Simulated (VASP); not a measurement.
Crystal: BN.

```
CELL_PARAMETERS angstrom
2.48825 0.00278 -0.24449
-1.23448 2.16042 0.24453
-0.92498 -0.90878 3.31341
ATOMIC_POSITIONS crystal
B 0.99103 0.99142 0.99384
N 0.65712 0.32446 0.99297
```

Base run:

- Program: VASP 6.6.1
- Functional: PBE
- Potentials or basis: VASP PAW PBE potentials, release 64 (B, N)
- Cutoff: 520 eV
- k mesh: 12 × 12 × 12
- Occupations: fermi-dirac, width 0.02 eV
- Spin: no spin polarisation

Its results: band gap on the k mesh 4.21 eV (least direct gap 4.71 eV); pressure 4.7 GPa.

**Question.** The run is repeated on the same cell with these changes: functional from PBE to r2SCAN; dispersion from none to rVV10. What comes out?

**Answer.** Band gap on the k mesh 4.71 eV (least direct gap 5.38 eV); pressure 0.4 GPa.

Several settings changed at once.

Caveats: the cell stands under pressure (at least some runs); this functional lacks dispersion, which binds the layers, so the pressure and a relaxed spacing across them are unreliable (at least some runs); the PAW data sets were made with another functional, which shifts forces and pressure a little (at least some runs).

A k mesh can miss the band edges.
